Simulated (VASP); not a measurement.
# Fe (P6_3/mmc) in VASP: further runs, part 2 of 2

VASP 6.6.1. Earlier steps stand in the parts before.

## (3) Single point, PBE, collinear spin, antiferromagnetic start (11.43 Å³/atom)

This run uses another cell than the first one, of 11.43 Å³/atom.

Contents of INCAR:

```
SYSTEM = Fe
PREC     = Accurate       ! precision mode
ENCUT    = 600            ! plane-wave cutoff, eV
EDIFF    = 1E-6           ! SCF threshold, eV
ISMEAR   = -1             ! smearing method
SIGMA    = 0.05           ! smearing width, eV
LREAL    = .FALSE.        ! projectors in reciprocal space
LASPH    = .TRUE.         ! aspherical terms in the spheres
NELM     = 200            ! most SCF steps
ALGO     = Normal         ! electronic algorithm
ISIF     = 2              ! what is computed and relaxed
LWAVE    = .FALSE.        ! write WAVECAR
LCHARG   = .FALSE.        ! write CHGCAR
ISPIN    = 2              ! spin polarisation
MAGMOM   = 2.5 -2.5       ! initial moments
LORBIT   = 11             ! projections on sites
LMAXMIX  = 4              ! l up to which the mixer works
GGA      = PE             ! functional
NBANDS   = 19             ! bands
GGA_COMPAT= .FALSE.
```

Contents of KPOINTS:

```
regular mesh
0
G
  16 16 9
  0 0 0
```

Contents of POSCAR:

```
Fe
1.0
    2.5562814841      0.0000000000      0.0000000000
   -1.2781407421      2.2138047044      0.0000000000
    0.0000000000      0.0000000000      4.0378101798
Fe
2
Direct
    0.3333333333      0.6666666667      0.2500000000
    0.6666666667      0.3333333333      0.7500000000
```

Potentials or basis: VASP PAW PBE potentials, release 64 (Fe).

Command:

```console
$ cat potpaw_PBE.64/Fe/POTCAR > POTCAR
$ mpirun -np 1 vasp_std > vasp.out
```

OUTCAR:

```text
SYSTEM = Fe
   PREC = Accurate
   ENCUT = 600
   EDIFF = 1E-6
   ISMEAR = -1
   LREAL = .FALSE.
   LASPH = .TRUE.
   NELM = 200
   ISIF = 2
   ISPIN = 2
   LORBIT = 11
   GGA = PE

 ion  position               nearest neighbor table
   1  0.333  0.667  0.250-   2 2.50   2 2.50   2 2.50   2 2.50   2 2.50   2 2.50
   2  0.667  0.333  0.750-   1 2.50   1 2.50   1 2.50   1 2.50   1 2.50   1 2.50

  LATTYP: Found a hexagonal cell.
 ALAT       =     2.5562814841
 C/A-ratio  =     1.5795639897

  Lattice vectors:

 A1 = (   2.5562814841,   0.0000000000,   0.0000000000)
 A2 = (  -1.2781407421,   2.2138047044,   0.0000000000)
 A3 = (   0.0000000000,   0.0000000000,   4.0378101798)

Analysis of symmetry for initial positions (statically):
=====================================================================
 Subroutine PRICEL returns:
 Original cell was already a primitive cell.

 Routine SETGRP: Setting up the symmetry group for a
 hexagonal supercell.

 Subroutine GETGRP returns: Found 24 space group operations
 (whereof 12 operations were pure point group operations)
 out of a pool of 24 trial point group operations.

The static configuration has the point symmetry D_3d.
 The point group associated with its full space group is D_6h.

Analysis of symmetry for dynamics (positions and initial velocities):
=====================================================================
 Subroutine PRICEL returns:
 Original cell was already a primitive cell.

 Routine SETGRP: Setting up the symmetry group for a
 hexagonal supercell.

 Subroutine GETGRP returns: Found 24 space group operations
 (whereof 12 operations were pure point group operations)
 out of a pool of 24 trial point group operations.

The dynamic configuration has the point symmetry D_3d.
 The point group associated with its full space group is D_6h.

Analysis of structural, dynamic, and magnetic symmetry:
=====================================================================
 Subroutine PRICEL returns:
 Original cell was already a primitive cell.

 Routine SETGRP: Setting up the symmetry group for a
 hexagonal supercell.

 Subroutine GETGRP returns: Found 24 space group operations
 (whereof 12 operations were pure point group operations)
 out of a pool of 24 trial point group operations.

The overall configuration has the point symmetry D_3d.
 The point group associated with its full space group is D_6h.

 Subroutine INISYM returns: Found 24 space group operations
 (whereof 12 operations are pure point group operations),
 and found     1 'primitive' translations

----------------------------------------------------------------------------------------

                                     Primitive cell

  volume of cell :      22.8504

  direct lattice vectors                    reciprocal lattice vectors
     2.556281484  0.000000000  0.000000000     0.391193226  0.225855514  0.000000000
    -1.278140742  2.213804704  0.000000000     0.000000000  0.451711029  0.000000000
     0.000000000  0.000000000  4.037810180     0.000000000  0.000000000  0.247658992

  length of vectors
     2.556281484  2.556281484  4.037810180     0.451711029  0.451711029  0.247658992

  position of ions in fractional coordinates (direct lattice)
     0.333333333  0.666666667  0.250000000
     0.666666667  0.333333333  0.750000000

  ion indices of the primitive-cell ions
[... 69 lines left out ...]
   ISPIN  =      2    spin polarized calculation?
   LNONCOLLINEAR =      F non collinear calculations
   LSORBIT =      F    spin-orbit coupling
   LASPH  =      T    aspherical Exc in radial PAW
   ENCUT  =  600.0 eV  44.10 Ry    6.64 a.u.   5.11  5.11  8.06*2*pi/ulx,y,z
   NELM   =    200;   NELMIN=  2; NELMDL= -5     # of ELM steps
   EDIFF  = 0.1E-05   stopping-criterion for ELM
   LREAL  =      F    real-space projection
   EDIFFG = 0.1E-04   stopping-criterion for IOM
   NSW    =      0    number of steps for IOM
   IBRION =     -1    ionic relax: 0-MD 1-quasi-New 2-CG
   NFREE  =      0    steps in history (QN), initial steepest desc. (CG)
   ISIF   =      2    stress and relaxation
   ISYM   =      2    0-nonsym 1-usesym 2-fastsym
   POTIM  = 0.5000    time-step for ionic-motion
   TEBEG  =    0.0;   TEEND  =   0.0 temperature during run
   PSTRESS=    0.0 pullay stress
   NELECT =      16.0000    total number of electrons
   NUPDOWN=      -1.0000    fix difference up-down
   EMIN   =  10.00;   EMAX   =-10.00  energy-range for DOS
   EFERMI =   0.00;   METHOD = LEGACY
   ISMEAR =    -1;   SIGMA  =   0.05  broadening in eV -4-tet -1-fermi 0-gaus
   EFERMI_NEDOS =   21; number of points for ismear=-14 and -15
   IALGO  =     38    algorithm
   IMIX   =      4    mixing-type and parameters
     AMIX     =   0.40;   BMIX     =  1.00
     AMIX_MAG =   1.60;   BMIX_MAG =  1.00
  volume/ion in A,a.u.               =      11.43        77.10
  Fermi-wavevector in a.u.,A,eV,Ry     =   1.453729  2.747150 28.753583  2.113329
  Thomas-Fermi vector in A             =   2.570962
   LORBIT       =     11    0 simple, 1 ext, 2 COOP (PROOUT), +10 PAW based schemes
   GGA     = PE    functional components
   LHFCALC =     F    Hartree Fock is set to
   AEXX    =    0.0000 exact exchange contribution
   IVDW    =     0    specifies the selected vdW correction
   LEPSILON=     F    determine dielectric tensor
   LRPA    =     F    only Hartree local field effects (RPA)
 spin polarized calculation
  energy-cutoff  :      600.00
  volume of cell :       22.85
 maximum number of plane-waves:       778
   NGX = 11   NGY = 11   NGZ = 17

 number of electron      15.9999994 magnetization      -0.0000000

 number of electron      15.9999994 magnetization       0.0000000

 Free energy of the ion-electron system (eV)
  ---------------------------------------------------
  ext. energy  EPLUGINS =         0.00000000
  ---------------------------------------------------
  free energy    TOTEN  =       -16.15400016 eV

  energy without entropy =      -16.12852586  energy(sigma->0) =      -16.14126301

 E-fermi :   5.8527     XC(G=0): -13.1131

 val. band max:        5.8380651534   @ k =   0.2500   0.1250   0.0000
 cond. band min:       5.8547005454   @ k =   0.1250   0.0625   0.3333
 fundamental gap:      0.0166353920
 Fermi energy:         5.8526592930

 spin component 1

 k-point     1 :       0.0000    0.0000    0.0000
  band No.  band energies     occupation
      1      -2.5682      1.00000
      2       1.3600      1.00000
      3       3.8987      1.00000
      4       3.8987      1.00000
      5       4.5025      1.00000
      6       4.6203      1.00000
[... 517 lines left out ...]
     18      24.6842      0.00000
     19      26.5281      0.00000

 [... further k-points ...]

 spin component 2

 k-point     1 :       0.0000    0.0000    0.0000
  band No.  band energies     occupation
      1      -2.5682      1.00000
      2       1.3600      1.00000
      3       3.8987      1.00000
      4       3.8987      1.00000
      5       4.5025      1.00000
      6       4.6203      1.00000
[... 517 lines left out ...]
     18      24.6842      0.00000
     19      26.5281      0.00000

 [... further k-points ...]

------------------------ aborting loop because EDIFF is reached ----------------------------------------

  FORCE on cell =-STRESS in cart. coord.  units (eV):
  Direction    XX          YY          ZZ          XY          YZ          ZX
  --------------------------------------------------------------------------------------
  -------------------------------------------------------------------------------------
  Total       -2.2790711     -2.2790711     -1.2336007      0.0000000      0.0000000      0.0000000
  in kB     -159.7991948   -159.7991948    -86.4950624      0.0000000      0.0000000      0.0000000
  external PRESSURE =    -135.3644840 kB  Pullay stress =       0.0000000 kB

 VOLUME and BASIS-vectors are now :
 -----------------------------------------------------------------------------
  energy-cutoff  :      600.00
  volume of cell :       22.85
      direct lattice vectors                 reciprocal lattice vectors
     2.556281484  0.000000000  0.000000000     0.391193226  0.225855514  0.000000000
    -1.278140742  2.213804704  0.000000000     0.000000000  0.451711029  0.000000000
     0.000000000  0.000000000  4.037810180     0.000000000  0.000000000  0.247658992

 POSITION                                       TOTAL-FORCE (eV/Angst)
 -----------------------------------------------------------------------------------
     -0.00000      1.47587      1.00945         0.000000     -0.000000      0.000000
      1.27814      0.73793      3.02836        -0.000000      0.000000      0.000000
 -----------------------------------------------------------------------------------
    total drift:                                0.000000     -0.000000     -0.000000

  FREE ENERGIE OF THE ION-ELECTRON SYSTEM (eV)
  ---------------------------------------------------
  free  energy   TOTEN  =       -16.1540001583 eV

  energy  without entropy=      -16.1285258560  energy(sigma->0) =      -16.14126301

 total charge

# of ion       s       p       d       tot
------------------------------------------
    1        0.486   0.538   6.226   7.251
    2        0.486   0.538   6.226   7.251
--------------------------------------------------
tot          0.973   1.076  12.453  14.502

 magnetization (x)

# of ion       s       p       d       tot
------------------------------------------
    1        0.006   0.017   1.540   1.563
    2       -0.006  -0.017  -1.540  -1.563
--------------------------------------------------
tot          0.000   0.000   0.000   0.000
```

Run time: 3.2 min. Hardware: 1 thread of Intel Xeon 8259CL, shared host; peak memory 0.23 GiB.

Results:

```yaml
Free_energy: -16.1540 eV
Pressure: -13.5 GPa
Band_gap_on_the_k_mesh: zero (filled and empty bands overlap)
Net_moment: 0.00 μB per cell
Site_moments: Fe +1.56, -1.56 μB
Valence_electrons_inside_the_program's_atomic_spheres: Fe 7.25
```

Stress tensor (GPa, compression positive):
```
-15.98   0.00   0.00
  0.00 -15.98   0.00
  0.00   0.00  -8.65
```

Caveat: the cell stands under tension.

## (4) Relaxation of cell and atoms, PBE, collinear spin, antiferromagnetic start

This run uses another cell than the first one, of 11.78 Å³/atom.

Contents of INCAR:

```
SYSTEM = Fe
  PREC = Accurate
  ENCUT = 600
  EDIFF = 1E-7
  ISMEAR = -1
  SIGMA = 0.05
  LREAL = .FALSE.
  LASPH = .TRUE.
  NELM = 200
  ALGO = Normal
  ISIF = 3
  LWAVE = .FALSE.
  LCHARG = .FALSE.
  ISPIN = 2
  MAGMOM = 2.5 -2.5
  LORBIT = 11
  LMAXMIX = 4
  GGA = PE
  IBRION = 2
  NSW = 80
  EDIFFG = -0.01
  GGA_COMPAT = .FALSE.
  NELMIN = 4
```

Contents of KPOINTS:

```
regular mesh
0
G
  14 14 8
  0 0 0
```

Contents of POSCAR:

```
Fe
1.0
    2.5537576109      0.0000000000      0.0000000000
   -1.2768788055      2.2116189662      0.0000000000
    0.0000000000      0.0000000000      4.1702861787
Fe
2
Direct
    0.3333333333      0.6666666667      0.2500000000
    0.6666666667      0.3333333333      0.7500000000
```

Potentials or basis: VASP PAW PBE potentials, release 64 (Fe).

Command:

```console
$ cat potpaw_PBE.64/Fe/POTCAR > POTCAR
$ mpirun -np 1 vasp_std > vasp.out
```

OUTCAR:

```text
SYSTEM = Fe
   PREC = Accurate
   ENCUT = 600
   EDIFF = 1E-7
   ISMEAR = -1
   LREAL = .FALSE.
   LASPH = .TRUE.
   NELM = 200
   ISIF = 3
   ISPIN = 2
   LORBIT = 11
   GGA = PE
   IBRION = 2
   NSW = 80
   EDIFFG = -0.01
   NELMIN = 4

 ion  position               nearest neighbor table
   1  0.333  0.667  0.250-   2 2.55   2 2.55   2 2.55   2 2.55   2 2.55   2 2.55
   2  0.667  0.333  0.750-   1 2.55   1 2.55   1 2.55   1 2.55   1 2.55   1 2.55

  LATTYP: Found a hexagonal cell.
 ALAT       =     2.5537576109
 C/A-ratio  =     1.6330000000

  Lattice vectors:

 A1 = (   2.5537576109,   0.0000000000,   0.0000000000)
 A2 = (  -1.2768788055,   2.2116189662,   0.0000000000)
 A3 = (   0.0000000000,   0.0000000000,   4.1702861787)

Analysis of symmetry for initial positions (statically):
=====================================================================
 Subroutine PRICEL returns:
 Original cell was already a primitive cell.

 Routine SETGRP: Setting up the symmetry group for a
 hexagonal supercell.

 Subroutine GETGRP returns: Found 24 space group operations
 (whereof 12 operations were pure point group operations)
 out of a pool of 24 trial point group operations.

The static configuration has the point symmetry D_3d.
 The point group associated with its full space group is D_6h.

Analysis of symmetry for dynamics (positions and initial velocities):
=====================================================================
 Subroutine PRICEL returns:
 Original cell was already a primitive cell.

 Routine SETGRP: Setting up the symmetry group for a
 hexagonal supercell.

 Subroutine GETGRP returns: Found 24 space group operations
 (whereof 12 operations were pure point group operations)
 out of a pool of 24 trial point group operations.

The dynamic configuration has the point symmetry D_3d.
 The point group associated with its full space group is D_6h.

Analysis of structural, dynamic, and magnetic symmetry:
=====================================================================
 Subroutine PRICEL returns:
 Original cell was already a primitive cell.

[... 156 lines left out ...]
  free energy    TOTEN  =       -16.10714881 eV

  energy without entropy =      -16.08293332  energy(sigma->0) =      -16.09504107

------------------------ aborting loop because EDIFF is reached ----------------------------------------

  FORCE on cell =-STRESS in cart. coord.  units (eV):
  Direction    XX          YY          ZZ          XY          YZ          ZX
  --------------------------------------------------------------------------------------
  -------------------------------------------------------------------------------------
  Total       -2.1494942     -2.1494942     -1.9875350      0.0000000      0.0000000      0.0000000
  in kB     -146.2146929   -146.2146929   -135.1977706      0.0000000      0.0000000      0.0000000
  external PRESSURE =    -142.5423855 kB  Pullay stress =       0.0000000 kB
[... 291 lines left out ...]
 number of electron      15.9999999 magnetization      -0.0000000

 number of electron      15.9999999 magnetization       0.0000000

 Free energy of the ion-electron system (eV)
  ---------------------------------------------------
  ext. energy  EPLUGINS =         0.00000000
  ---------------------------------------------------
  free energy    TOTEN  =       -16.31759804 eV

  energy without entropy =      -16.29444775  energy(sigma->0) =      -16.30602290

 E-fermi :   6.9114     XC(G=0): -13.7982

 val. band max:        6.9067986599   @ k =   0.2857   0.0000   0.2500
 cond. band min:       6.9115319174   @ k =   0.1429   0.1429   0.2500
 fundamental gap:      0.0047332575
 Fermi energy:         6.9114134100

 spin component 1

 k-point     1 :       0.0000    0.0000    0.0000
  band No.  band energies     occupation
      1      -2.0023      1.00000
      2       1.9827      1.00000
      3       5.2643      1.00000
      4       5.2643      1.00000
      5       5.4025      1.00000
      6       5.7323      1.00000
      7       5.7323      1.00000
      8       6.0631      1.00000
      9       6.0631      1.00000
     10       7.4808      0.00001
     11       7.6260      0.00000
     12       7.6260      0.00000
[... 333 lines left out ...]
      1       2.8899      1.00000
      2       3.2995      1.00000
      3       3.3540      1.00000
      4       3.7298      1.00000
      5       4.8325      1.00000
      6       4.9992      1.00000
      7       6.1530      1.00000
      8       7.4411      0.00003
      9       7.6299      0.00000
     10       7.7660      0.00000
     11      12.0621      0.00000
     12      13.1892      0.00000

 [... further k-points ...]

 spin component 2

 k-point     1 :       0.0000    0.0000    0.0000
  band No.  band energies     occupation
      1      -2.0023      1.00000
      2       1.9827      1.00000
      3       5.2643      1.00000
      4       5.2643      1.00000
      5       5.4025      1.00000
      6       5.7323      1.00000
      7       5.7323      1.00000
      8       6.0631      1.00000
      9       6.0631      1.00000
     10       7.4808      0.00001
     11       7.6260      0.00000
     12       7.6260      0.00000
[... 374 lines left out ...]
  FREE ENERGIE OF THE ION-ELECTRON SYSTEM (eV)
  ---------------------------------------------------
  free  energy   TOTEN  =       -16.3175980403 eV

  energy  without entropy=      -16.2944477523  energy(sigma->0) =      -16.30602290

 reached required accuracy - stopping structural energy minimisation

 total charge

# of ion       s       p       d       tot
------------------------------------------
    1        0.536   0.638   6.340   7.515
    2        0.536   0.638   6.340   7.515
--------------------------------------------------
tot          1.073   1.276  12.680  15.029

 magnetization (x)

# of ion       s       p       d       tot
------------------------------------------
    1        0.000   0.000   0.000   0.000
    2       -0.000  -0.000  -0.000  -0.000
--------------------------------------------------
tot          0.000   0.000   0.000   0.000
```

OSZICAR:

```text
N       E                     dE             d eps       ncg     rms          rms(c)
DAV:   1     0.893904691255E+02    0.89390E+02   -0.81222E+03  5768   0.190E+03
DAV:   2    -0.150564828128E+02   -0.10445E+03   -0.97186E+02  5832   0.307E+02
DAV:   3    -0.189357684679E+02   -0.38793E+01   -0.33650E+01  6608   0.777E+01
[... 104 lines left out ...]
       N       E                     dE             d eps       ncg     rms          rms(c)
DAV:   1    -0.163176332185E+02   -0.40436E-04   -0.11945E-03  5920   0.497E-01    0.451E-02
DAV:   2    -0.163176037876E+02    0.29431E-04   -0.11359E-04  5984   0.224E-01    0.144E-02
DAV:   3    -0.163175995892E+02    0.41984E-05   -0.10564E-05  5992   0.661E-02    0.748E-03
DAV:   4    -0.163175981107E+02    0.14785E-05   -0.10048E-06  6392   0.110E-02    0.139E-03
DAV:   5    -0.163175980403E+02    0.70372E-07   -0.12216E-07  3168   0.703E-03
   9 F= -.16317598E+02 E0= -.16306023E+02  d E =-.521544E-05  mag=    -0.0000
```

Run time: 12 min. Hardware: 1 thread of Intel Xeon 8259CL, shared host; peak memory 0.22 GiB.

Results:

| Item | Value |
| --- | --- |
| Free energy | -16.3176 eV |
| Relaxed volume | 10.18 Å³/atom |
| Relaxed cell | a = 2.460 Å, b = 2.460 Å, c = 3.884 Å, α = 90.00°, β = 90.00°, γ = 120.00° |
| Space group after relaxing (to 0.1 Å) | P6_3/mmc (No. 194) |
| Energy gained by relaxing | 105.2 meV/atom |
| Ionic steps | 9 |
| Pressure after relaxing | -0.1 GPa |
| Band gap on the k mesh | zero (filled and empty bands overlap) |
| Net moment | 0.00 μB per cell |
| Valence electrons inside the program's atomic spheres | Fe 7.51 |

The path:
```tsv
step	energy change (eV)	largest force (eV/Å)	pressure (GPa)	volume (Å³)
1	0.0000	0.0000	-14.25	23.55
2	-0.1826	0.0000	3.43	20.16
3	-0.1858	0.0000	-0.64	20.48
4	-0.2026	0.0000	6.10	19.95
5	-0.2066	0.0000	3.75	20.09
6	-0.2056	0.0000	-3.74	20.63
7	-0.2104	0.0000	0.09	20.35
8	-0.2104	0.0000	0.02	20.35
9	-0.2104	0.0000	-0.08	20.36
```

Final structure:
```
Fe
1.0
     2.46030    0.00000    0.00000
    -1.23015    2.13068    0.00000
     0.00000    0.00000    3.88352
Fe
2
Direct
  0.33333 0.66667 0.25000
  0.66667 0.33333 0.75000
```

Levels at points of the mesh, in eV from the Fermi level:
Spin up:
| k point | band 6 | band 7 | band 8 | band 9 | band 10 | band 11 |
| --- | --- | --- | --- | --- | --- | --- |
| (0.00, 0.00, 0.00) | -1.18 | -1.18 | -0.85 | -0.85 | 0.57 | 0.71 |
| (0.50, 0.00, 0.00) | -1.51 | -1.05 | 0.81 | 1.04 | 1.08 | 2.68 |
| (0.00, 0.00, 0.50) | -1.77 | -1.77 | -1.77 | 0.32 | 0.32 | 0.32 |
| (0.50, 0.00, 0.50) | -0.65 | 0.11 | 0.11 | 0.95 | 0.95 | 2.49 |
Spin down:
```
           k point  band 6  band 7  band 8  band 9  band 10  band 11
(0.00, 0.00, 0.00)   -1.18   -1.18   -0.85   -0.85     0.57     0.71
(0.50, 0.00, 0.00)   -1.51   -1.05    0.81    1.04     1.08     2.68
(0.00, 0.00, 0.50)   -1.77   -1.77   -1.77    0.32     0.32     0.32
(0.50, 0.00, 0.50)   -0.65    0.11    0.11    0.95     0.95     2.49
```
